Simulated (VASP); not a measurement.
SnTe: single point with revPBE

The system is SnTe.

```xyz
2
Lattice="0.0000 3.1509 3.1509 3.1509 0.0000 3.1509 3.1509 3.1509 0.0000" Properties=species:S:1:pos:R:3 pbc="T T T"
Sn    0.0000    0.0000    0.0000
Te    3.1509    3.1509    3.1509
```

| Item | Value |
| --- | --- |
| Program | VASP 6.6.1 |
| Task | single point |
| Functional | revPBE |
| Potentials or basis | VASP PAW PBE potentials, release 64 (Sn_d, Te) |
| Cutoff | 500 eV |
| k mesh | 6 × 6 × 6 |
| Occupations | gaussian, width 0.01 eV |
| Spin | no spin polarisation |
| Dipole correction | no |
| Further INCAR settings | ALGO = Normal; EDIFF = 1e-06; NBANDS = 17 |

```
Pressure               : 3.2 GPa
Band gap on the k mesh : 0.08 eV
```

Levels at points of the mesh, in eV from the valence-band top:
```
           k point  band 7  band 8  band 9  band 10  band 11  band 12  band 13  band 14
(0.00, 0.00, 0.00)   -4.68   -2.20   -2.20    -2.20     3.33     3.33     3.33     4.70
(0.50, 0.00, 0.00)   -8.36   -1.86   -1.86     0.00     0.08     0.33     0.33     7.78
(0.50, 0.50, 0.00)   -6.49   -5.62   -3.79    -3.79     2.15     4.90     4.90     6.38
```

Run time: 15 s on 1 thread of AMD EPYC 7R13 Processor (Zen 3) (shared host), peak memory 0.15 GiB.

Caveat: the cell stands under pressure; the PAW data sets were made with another functional, which shifts forces and pressure a little; spin-orbit coupling is left out, which moves the levels of the heavy elements. A k mesh can miss the band edges.
